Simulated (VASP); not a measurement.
# SnTe in VASP: notebook, part 2 of 2

VASP 6.6.1. Earlier steps stand in the parts before.

## 3. Single point, PBE

INCAR reads:

```
SYSTEM = SnTe
PREC     = Accurate       ! precision mode
ENCUT    = 520            ! plane-wave cutoff, eV
EDIFF    = 1E-6           ! SCF threshold, eV
ISMEAR   = -1             ! smearing method
SIGMA    = 0.05           ! smearing width, eV
LREAL    = .FALSE.        ! projectors in reciprocal space
LASPH    = .TRUE.         ! aspherical terms in the spheres
NELM     = 80             ! most SCF steps
ALGO     = Normal         ! electronic algorithm
ISIF     = 2              ! what is computed and relaxed
LWAVE    = .FALSE.        ! write WAVECAR
LCHARG   = .TRUE.         ! write CHGCAR
GGA      = PE             ! functional
LELF     = .TRUE.         ! ELF
LVHAR    = .TRUE.       
NBANDS   = 17             ! bands
```

KPOINTS reads:

```
Automatic mesh
0
G
  6 6 6
  0 0 0
```

POSCAR reads:

```
SnTe
1.0
    0.0315085000      3.1508500000      3.1508500000
    3.1508500000      0.0315085000      3.1508500000
    3.1823585000      3.1823585000      0.0000000000
Te Sn
1 1
Direct
    0.5000000000      0.5000000000      0.5000000000
    0.0000000000      0.0000000000      0.0000000000
```

Potentials or basis: VASP PAW PBE potentials, release 64 (Te, Sn_d).

On the command line:

```
> cat potpaw_PBE.64/Te/POTCAR potpaw_PBE.64/Sn_d/POTCAR > POTCAR
> mpirun -np 1 vasp_std > vasp.out
```

It took 99 s on 1 thread of Intel Xeon 8259CL, shared host; peak memory 0.23 GiB.

Results (log left out):

| Item | Value |
| --- | --- |
| Free energy | -7.5429 eV |
| Pressure | 2.2 GPa |
| Band gap on the k mesh | zero (filled and empty bands overlap) |

Stress tensor (GPa, compression positive):
```
 2.25 -0.16  0.00
-0.16  2.25  0.00
 0.00  0.00  2.24
```

Levels at points of the mesh, in eV from the Fermi level:
```csv
k point,band 7,band 8,band 9,band 10,band 11,band 12,band 13,band 14
"(0.00, 0.00, 0.00)",-4.73,-2.29,-2.20,-2.10,3.27,3.30,3.33,4.58
"(0.50, 0.00, 0.00)",-8.36,-1.92,-1.87,-0.10,0.00,0.24,0.31,7.76
"(0.50, 0.50, 0.00)",-6.53,-5.63,-3.90,-3.69,2.12,4.84,4.91,6.34
"(0.00, 0.00, 0.50)",-8.42,-1.85,-1.80,0.00,0.11,0.34,0.39,7.68
"(0.50, 0.00, 0.50)",-6.52,-5.63,-3.80,-3.80,2.12,4.86,4.87,6.33
```

Caveat: semilocal functionals underestimate gaps, so a narrow gap can read as zero; spin-orbit coupling is left out, which moves the levels of the heavy elements.

## 4. Relaxation of cell and atoms, PBE+D3(BJ)

INCAR reads:

```
PREC = Accurate
ENCUT = 600
EDIFF = 1E-6
ISMEAR = -1
SIGMA = 0.05
LREAL = F
LASPH = T
NELM = 80
ALGO = Normal
ISIF = 3
LWAVE = F
LCHARG = F
GGA = PE
IVDW = 12
IBRION = 2
NSW = 80
EDIFFG = -0.01
```

KPOINTS reads:

```
Automatic mesh
0
Gamma
  7 7 7
```

POSCAR reads:

```
SnTe
1.0
    0.0000000000      3.1508500000      3.1508500000
    3.1508500000      0.0000000000      3.1508500000
    3.1508500000      3.1508500000      0.0000000000
Te Sn
1 1
Direct
    0.5000000000      0.5000000000      0.5000000000
    0.0000000000      0.0000000000      0.0000000000
```

On the command line:

```
> cat potpaw_PBE.64/Te/POTCAR potpaw_PBE.64/Sn_d/POTCAR > POTCAR
> mpirun -np 1 vasp_std > vasp.out
```

Run time: 42 s. Hardware: 1 thread of Intel Xeon 8259CL, shared host; peak memory 0.22 GiB.

The run converged. Its results:

- Free energy: -8.3492 eV
- Pressure after relaxing: 0.0 GPa
- Dispersion energy per atom: -0.401 eV

Final structure:
```cif
data_structure
_symmetry_space_group_name_H-M 'P 1'
_symmetry_Int_Tables_number 1
_cell_length_a 4.4560
_cell_length_b 4.4560
_cell_length_c 4.4560
_cell_angle_alpha 60.000
_cell_angle_beta 60.000
_cell_angle_gamma 60.000
_cell_volume 62.56
loop_
_atom_site_label
_atom_site_type_symbol
_atom_site_fract_x
_atom_site_fract_y
_atom_site_fract_z
_atom_site_occupancy
Te1 Te 0.50000 0.50000 0.50000 1
Sn1 Sn 0.00000 0.00000 0.00000 1
```

Levels at points of the mesh, in eV from the Fermi level:
| k point | band 6 | band 7 | band 8 | band 9 | band 10 | band 11 | band 12 | band 13 | band 14 |
| --- | --- | --- | --- | --- | --- | --- | --- | --- | --- |
| (0.00, 0.00, 0.00) | -12.88 | -4.75 | -2.22 | -2.22 | -2.22 | 3.28 | 3.28 | 3.28 | 4.68 |

Caveat: the relaxation stopped at its first step, so nothing moved; this odd mesh misses L, so gap, dielectric constants and Born charges aren't listed; spin-orbit coupling is left out, which moves the levels of the heavy elements.

## 5. Single point, PBE (atoms moved at random)

INCAR reads:

```
  PREC = Accurate
  ENCUT = 450
  EDIFF = 1E-7
  ISMEAR = 0
  SIGMA = 0.02
  LREAL = F
  LASPH = T
  ALGO = Normal
  NELM = 100
  ISIF = 2
  LWAVE = F
  LCHARG = F
```

KPOINTS reads:

```
k-points
0
Gamma
  6 6 6
```

POSCAR reads:

```
SnTe
1.0
    0.0000000000      3.1508500000      3.1508500000
    3.1508500000      0.0000000000      3.1508500000
    3.1508500000      3.1508500000      0.0000000000
Te Sn
1 1
Direct
    0.5032160000      0.5001440000      0.4959000000
   -0.0045730000      0.0054680000     -0.0011240000
```

On the command line:

```
> cat potpaw_PBE.64/Te/POTCAR potpaw_PBE.64/Sn_d/POTCAR > POTCAR
> mpirun -np 1 vasp_std > vasp.out
```

It took 35 s on 1 thread of Intel Xeon 6975P-C (Granite Rapids), shared host; peak memory 0.23 GiB.

The run converged. Its results:

* Free energy: -7.5429 eV
* Pressure: 2.3 GPa
* Largest force: 0.016 eV/Å
* Band gap on the k mesh: 0.09 eV

Forces in eV/Å, atoms in the order of the input:
```
Te  -0.015  0.006  0.003
Sn   0.015 -0.006 -0.003
```

Levels at points of the mesh, in eV from the valence-band top:
| k point | band 6 | band 7 | band 8 | band 9 | band 10 | band 11 | band 12 | band 13 | band 14 |
| --- | --- | --- | --- | --- | --- | --- | --- | --- | --- |
| (0.00, 0.00, 0.00) | -12.82 | -4.69 | -2.16 | -2.16 | -2.15 | 3.33 | 3.33 | 3.34 | 4.75 |
| (0.50, 0.00, 0.00) | -11.54 | -8.35 | -1.82 | -1.82 | -0.03 | 0.12 | 0.35 | 0.36 | 7.76 |
| (0.00, 0.50, 0.00) | -11.54 | -8.35 | -1.82 | -1.82 | -0.02 | 0.11 | 0.36 | 0.36 | 7.76 |
| (0.00, 0.00, 0.50) | -11.53 | -8.35 | -1.82 | -1.82 | -0.01 | 0.10 | 0.36 | 0.36 | 7.77 |
| (0.50, 0.50, 0.50) | -11.53 | -8.35 | -1.82 | -1.82 | 0.00 | 0.09 | 0.36 | 0.36 | 7.77 |
| (0.50, 0.50, 0.00) | -11.23 | -6.48 | -5.59 | -3.76 | -3.75 | 2.16 | 4.92 | 4.92 | 6.38 |
| (0.00, 0.50, 0.50) | -11.23 | -6.49 | -5.58 | -3.76 | -3.76 | 2.16 | 4.92 | 4.92 | 6.38 |
| (0.50, 0.00, 0.50) | -11.23 | -6.49 | -5.59 | -3.76 | -3.75 | 2.16 | 4.92 | 4.92 | 6.38 |

Caveat: the cell differs from its parent crystal (atoms moved at random); spin-orbit coupling is left out, which moves the levels of the heavy elements.

## 6. Single point, PBE0

This run uses another cell than the first one, of 29.40 Å³/atom.

POSCAR reads:

```
SnTe
1.0
    0.0000000000      3.0865288906      3.0865288906
    3.0865288906      0.0000000000      3.0865288906
    3.0865288906      3.0865288906      0.0000000000
Te Sn
1 1
Direct
    0.5000000000      0.5000000000      0.5000000000
    0.0000000000      0.0000000000      0.0000000000
```

INCAR.step1 reads:

```
SYSTEM = SnTe
  ALGO = Normal
  EDIFF = 1E-5
  ENCUT = 520
  GGA = PE
  ISIF = 2
  ISMEAR = -1
  LASPH = .True.
  LREAL = .False.
  LWAVE = .True.
  NBANDS = 17
  NELM = 100
  PREC = Accurate
  SIGMA = 0.05
```

INCAR.step2 reads:

```
SYSTEM = SnTe
  AEXX = 0.25
  ALGO = Normal
  EDIFF = 1E-6
  ENCUT = 520
  GGA = PE
  ISIF = 2
  ISMEAR = -1
  ISTART = 1
  LASPH = .True.
  LCHARG = .True.
  LELF = .True.
  LHFCALC = .True.
  LREAL = .False.
  LVHAR = .True.
  LWAVE = .False.
  NBANDS = 17
  NELM = 100
  PREC = Accurate
  PRECFOCK = Normal
  SIGMA = 0.05
```

KPOINTS reads:

```
k-points
0
Gamma
  4 4 4
  0 0 0
```

Potentials or basis: VASP PAW PBE potentials, release 64 (Te, Sn_d).

On the command line:

```
> cat potpaw_PBE.64/Te/POTCAR potpaw_PBE.64/Sn_d/POTCAR > POTCAR
> cp INCAR.step1 INCAR
> mpirun -np 1 vasp_std > vasp.out
> cp INCAR.step2 INCAR
> mpirun -np 1 vasp_std > vasp.out
```

It took 14 min on 1 thread of Intel Xeon Platinum 8488C (Sapphire Rapids), shared host; peak memory 0.2 GiB.

It converged, with:

| Item | Value |
| --- | --- |
| Free energy | -9.9993 eV |
| Pressure | 3.3 GPa |
| Band gap on the k mesh | 0.88 eV |

Levels at points of the mesh, in eV from the valence-band top:
```
           k point  band 7  band 8  band 9  band 10  band 11  band 12  band 13  band 14
(0.00, 0.00, 0.00)   -4.95   -2.86   -2.86    -2.86     4.66     4.66     4.66     5.64
(0.50, 0.00, 0.00)   -9.94   -2.47   -2.47     0.00     0.88     0.99     0.99     9.19
(0.50, 0.50, 0.00)   -7.38   -7.06   -4.81    -4.81     2.72     6.58     6.58     8.33
```

Caveat: the k points lie up to 0.44 Å⁻¹ apart; the PAW data sets were made with another functional, which shifts forces and pressure a little; spin-orbit coupling is left out, which moves the levels of the heavy elements. A k mesh can miss the band edges.

## 7. Overview

| task | level | cell | k mesh | cutoff (eV) | smearing | dipole correction | grid for exact exchange (PRECFOCK) | share of exact exchange | gap on the mesh (eV) | pressure (GPa) |
| --- | --- | --- | --- | --- | --- | --- | --- | --- | --- | --- |
| single point | PBE | a = 4.456, b = 4.456, c = 4.478 Å, angles 59.8, 59.8, 59.7°, 2 atoms, atomic positions A | 6 × 6 × 6 | 520 | fermi-dirac 0.05 eV | no | - | - | 0.04 | 2.2 |
| single point | PBE | a = 4.456, b = 4.456, c = 4.501 Å, angles 59.7, 59.7, 59.3°, 2 atoms, atomic positions A | 6 × 6 × 6 | 520 | fermi-dirac 0.05 eV | no | - | - | none | 2.2 |
| relaxation of cell and atoms | PBE+D3(BJ) | relaxed from a = 4.456 Å, angles 60.0°, 2 atoms, atomic positions A | 7 × 7 × 7 | 600 | fermi-dirac 0.05 eV | no | - | - | - | 0.0 |
| single point | PBE | a = 4.456 Å, angles 60.0°, 2 atoms, atomic positions B | 6 × 6 × 6 | 450 | gaussian 0.02 eV | - | - | - | 0.09 | 2.3 |
| single point | PBE0 | a = 4.365 Å, angles 60.0°, 2 atoms, atomic positions A | 4 × 4 × 4 | 520 | fermi-dirac 0.05 eV | no | Normal | 0.25 | 0.88 | 3.3 |

Alike in all rows: potentials or basis VASP PAW PBE potentials, release 64 (Te, Sn_d); no spin polarisation.

Caveats: some runs use coarse meshes; spin-orbit coupling is left out, which moves the levels of the heavy elements; semilocal functionals underestimate gaps, so a narrow gap can read as zero (at least some runs); the relaxation stopped at its first step, so nothing moved (at least some runs); the PAW data sets were made with another functional, which shifts forces and pressure a little (at least some runs).

Absolute energies hang on the potentials; compare differences alone.
